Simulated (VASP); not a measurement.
A run of VASP 6.6.1 is set up as follows.

The input INCAR:

```
ALGO = Normal
EDIFF = 1E-6
ENCUT = 520
GGA = PE
ISIF = 2
ISMEAR = 0
LASPH = T
LCHARG = F
LREAL = F
LWAVE = F
NBANDS = 48
NELM = 100
PREC = Accurate
SIGMA = 0.02
```

Contents of KPOINTS:

```
k-points
0
Gamma
  6 6 6
```

Contents of POSCAR:

```
Ba2SnF6
1.0
    0.0000000000      4.3517828661      4.3517828661
    4.3517828661      0.0000000000      4.3517828661
    4.3517828661      4.3517828661      0.0000000000
Ba Sn F
2 1 6
Direct
    0.2500000000      0.2500000000      0.2500000000
    0.7500000000      0.7500000000      0.7500000000
    0.0000000000      0.0000000000      0.0000000000
    0.7384008786      0.2615991214      0.2615991214
    0.2615991214      0.7384008786      0.2615991214
    0.2615991214      0.2615991214      0.7384008786
    0.2615991214      0.7384008786      0.7384008786
    0.7384008786      0.2615991214      0.7384008786
    0.7384008786      0.7384008786      0.2615991214
```

Potentials or basis: VASP PAW PBE potentials, release 64 (Ba_sv, Sn_d, F).

Launch:

```bash
$ cat potpaw_PBE.64/Ba_sv/POTCAR potpaw_PBE.64/Sn_d/POTCAR potpaw_PBE.64/F/POTCAR > POTCAR
$ mpirun -np 1 vasp_std > vasp.out
```

Task: Estimate the band gap on the k mesh.

Result: 2.29 eV, indirect (least direct gap 2.91 eV).

Task: Estimate the largest force.

Result: 0.006 eV/Å.

Task: Predict the pressure.

Result: 0.3 GPa.

Forces on the atoms (eV/Å):
```
Ba   0.000  0.000  0.000
Ba   0.000  0.000  0.000
Sn   0.000  0.000  0.000
F    0.006  0.000  0.000
F    0.000  0.006  0.000
F    0.000  0.000  0.006
F   -0.006  0.000  0.000
F    0.000 -0.006  0.000
F    0.000  0.000 -0.006
```

Caveat: spin-orbit coupling is left out, which moves the levels of the heavy elements. A k mesh can miss the band edges.
